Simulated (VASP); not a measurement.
Wanted: the native input for a VASP 6.6.1 run.

- Task: single point
- Functional: PBE
- Potentials or basis: VASP PAW PBE potentials, release 64 (In_d, Sb, As)
- Cutoff: 520 eV
- k mesh: 12 × 12 × 4
- Occupations: gaussian, width 0.1 eV
- Spin: no spin polarisation
- Dipole correction: no
- Further INCAR settings: ALGO = Normal; EDIFF = 1e-06; NBANDS = 36

The structure of In3Sb2As lies in POSCAR:

```
In3Sb2As
1.0
    4.1940257335      0.0000000000      0.0000000000
   -2.0970128667      3.6321328293      0.0000000000
    0.0000000000      0.0000000000     11.3762590174
In Sb As
3 2 1
Direct
    0.6666666667      0.3333333333      0.4212463984
    0.6666666667      0.3333333333      0.1013429364
    0.0000000000      0.0000000000      0.9161839551
    0.3333333333      0.6666666667      0.7189941828
    0.3333333333      0.6666666667      0.2568656987
    0.0000000000      0.0000000000      0.5853668185
```

The cell was generated, and may not be a known phase.

One way to write it, as run:

INCAR

```
SYSTEM = In3Sb2As
PREC = Accurate
ENCUT = 520
EDIFF = 1E-6
ISMEAR = 0
SIGMA = 0.1
LREAL = .False.
LASPH = .True.
NELM = 100
ALGO = Normal
ISIF = 2
LWAVE = .False.
LCHARG = .False.
GGA = PE
NBANDS = 36
```

KPOINTS

```
regular mesh
0
Gamma
  12 12 4
  0 0 0
```

Potentials or basis: VASP PAW PBE potentials, release 64 (In_d, Sb, As).

The run is started by

```console
$ cat potpaw_PBE.64/In_d/POTCAR potpaw_PBE.64/Sb/POTCAR potpaw_PBE.64/As/POTCAR > POTCAR
$ mpirun -np 1 vasp_std > vasp.out
```

Results of the run:

```
Pressure               : 0.0 GPa
Largest force          : 0.013 eV/Å
Band gap on the k mesh : zero (bands 27 and 28 overlap by 1.51 eV)
```

Caveat: spin-orbit coupling is left out, which moves the levels of the heavy elements.

Run time: 3.9 min on 1 thread of Intel(R) Xeon(R) 6975P-C (Granite Rapids), with other jobs on the host, peak memory 0.56 GiB.
